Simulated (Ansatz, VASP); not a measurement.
# AlN: VASP beside Ansatz

File INCAR:

```
SYSTEM = AlN
PREC = Accurate
ENCUT = 600
EDIFF = 1E-7
ISMEAR = 0
SIGMA = 0.05
LREAL = .False.
LASPH = .True.
NELM = 80
ALGO = Normal
ISIF = 3
LWAVE = .False.
LCHARG = .False.
GGA = PE
IBRION = 2
NSW = 100
EDIFFG = -0.01
```

KPOINTS

```
Automatic mesh
0
Gamma
  8 8 8
  0 0 0
```

POSCAR

```
AlN
1.0
    0.0000000000      2.2015871043      2.2015871043
    2.2015871043      0.0000000000      2.2015871043
    2.2015871043      2.2015871043      0.0000000000
Al N
1 1
Direct
    0.0225839943     -0.0128854577     -0.0153813140
    0.7274160057      0.7628854577      0.7653813140
```

Input for Ansatz:

```yaml
crystal:
  lattice:
    - [0.0, 2.2015871043, 2.2015871043]
    - [2.2015871043, 0.0, 2.2015871043]
    - [2.2015871043, 2.2015871043, 0.0]
  atoms:
    - { symbol: Al, position: [0.0225839943, -0.0128854577, -0.015381314] }
    - { symbol: "N", position: [0.7274160057, 0.7628854577, 0.765381314] }
basis:
  ecutwfc: 420
kpoints:
  mp_grid: { grid: [8, 8, 8] }
hamiltonian:
  xc: pbe
scf:
  occupations: { method: gaussian, width: 0.05 }
output:
  forces: true
  stress: true
  eigenvalues: true
relax:
  adjacent_minimum: "off"
  f_tol: 0.01
  max_steps: 80
  cell: { stress_tol: 0.1 }
```

Change from the starting cell: all atoms moved at random, sigma 0.1 Å a component; relaxed back.

Alike in both runs: task relaxation of cell and atoms; functional PBE; k mesh 8 × 8 × 8; occupations gaussian, width 0.05 eV; no spin polarisation.

```csv
,VASP,Ansatz
version,VASP 6.6.1,Ansatz 0.2.0
potentials or method,"VASP PAW PBE potentials, release 64 (Al, N), cutoff 600 eV","scalar-relativistic, plane waves, PAW"
valence electrons in the cell,8,8
```

Ansatz gave:

```
gap on the k mesh at the Fermi level, each at its own relaxed structure (eV) : 3.31
relaxed volume (Å³/atom)                                                     : 10.67
relaxed cell length with the largest relative difference (Å)                 : 3.113
```

Task: Estimate VASP's values.

Result: gap on the k mesh at the Fermi level, each at its own relaxed structure (eV): 3.30; relaxed volume (Å³/atom): 10.65; relaxed cell length with the largest relative difference (Å): 3.111.
